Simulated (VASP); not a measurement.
Input of a VASP 6.6.1 run:

The input INCAR:

```
ALGO = Normal
EDIFF = 1E-6
ENCUT = 600
GGA = PS
GGA_COMPAT = False
ISIF = 2
ISMEAR = -1
LASPH = True
LCHARG = False
LREAL = False
LWAVE = False
NBANDS = 46
NELM = 120
PREC = Accurate
SIGMA = 0.1369
```

The input KPOINTS:

```
k-points
0
Gamma
  7 7 7
```

File POSCAR:

```
ZnCu2SnSe4
1.0
    0.0000000000      5.7697540000      0.0000000000
    5.7697540000      0.0000000000      0.0000000000
    2.8848770000      2.8848770000     -5.7501770000
Sn Se Cu Zn
1 4 2 1
Direct
    0.5000000000      0.5000000000      0.0000000000
    0.6301000000      0.6301000000      0.2572000000
    0.3699000000      0.8873000000      0.7428000000
    0.1127000000      0.1127000000      0.2572000000
    0.8873000000      0.3699000000      0.7428000000
    0.7500000000      0.2500000000      0.5000000000
    0.2500000000      0.7500000000      0.5000000000
    0.0000000000      0.0000000000      0.0000000000
```

Potentials or basis: VASP PAW PBE potentials, release 64 (Sn_d, Se, Cu, Zn).

The run is started by

```bash
$ cat potpaw_PBE.64/Sn_d/POTCAR potpaw_PBE.64/Se/POTCAR potpaw_PBE.64/Cu/POTCAR potpaw_PBE.64/Zn/POTCAR > POTCAR
$ mpirun -np 1 vasp_std > vasp.out
```

Problem. Estimate the largest force.

Solution. 0.731 eV/Å.

Problem. Estimate the pressure.

Solution. -2.4 GPa.

Problem. Predict the band gap on the k mesh.

Solution. Zero (filled and empty bands touch).

Forces on the atoms (eV/Å):
```
Sn   0.000  0.000  0.000
Se   0.067  0.067 -0.725
Se   0.067 -0.067  0.725
Se  -0.067 -0.067 -0.725
Se  -0.067  0.067  0.725
Cu   0.000  0.000  0.000
Cu   0.000  0.000  0.000
Zn   0.000  0.000  0.000
```

Caveat: the PAW data sets were made with another functional, which shifts forces and pressure a little; spin-orbit coupling is left out, which moves the levels of the heavy elements. With open d or f shells a metallic result of PBEsol can be an artefact of self-interaction; +U or a hybrid may open a gap.
